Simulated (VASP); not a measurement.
# Ir: single point with PBE

Ir:

```xyz
2
Lattice="2.8028 0.0000 0.0000 -1.4014 2.4273 0.0000 0.0000 0.0000 4.8092" Properties=species:S:1:pos:R:3 pbc="T T T"
Ir    1.4014    0.8091    3.6069
Ir    0.0000    1.6182    1.2023
```

```yaml
Program: VASP 6.6.1
Task: single point
Functional: PBE
Potentials_or_basis: VASP PAW PBE potentials, release 64 (Ir)
Cutoff: 520 eV
k_mesh: 18 × 18 × 10
Occupations: gaussian, width 0.15 eV
Spin: no spin polarisation
Dipole_correction: no
Further_INCAR_settings: ALGO = Normal; EDIFF = 1e-06; NBANDS = 16
```

```json
{
 "Pressure": "-28.5 GPa",
 "Band gap on the k mesh": "zero (band 9 reaches 9.11 eV, above the bottom of band 10 at 6.23 eV)"
}
```

Stress tensor (GPa, compression positive):
```
-24.78   0.00   0.00
  0.00 -24.78   0.00
  0.00   0.00 -35.97
```

Levels at points of the mesh, in eV from the Fermi level:
| k point | band 7 | band 8 | band 9 | band 10 | band 11 | band 12 |
| --- | --- | --- | --- | --- | --- | --- |
| (0.00, 0.00, 0.00) | -2.58 | -1.45 | -1.45 | -0.78 | 0.30 | 0.30 |
| (0.50, 0.00, 0.00) | -2.51 | 0.60 | 0.90 | 1.13 | 2.64 | 4.01 |
| (0.00, 0.00, 0.50) | -3.00 | -3.00 | -0.30 | -0.30 | -0.30 | -0.30 |
| (0.50, 0.00, 0.50) | -0.58 | -0.58 | 1.03 | 1.03 | 1.87 | 1.87 |

Run time: 31 s on 1 thread of Intel(R) Xeon(R) 6975P-C (Granite Rapids), with other jobs on the host, peak memory 0.23 GiB.

Caveat: spin-orbit coupling is left out, which moves the levels of the heavy elements.
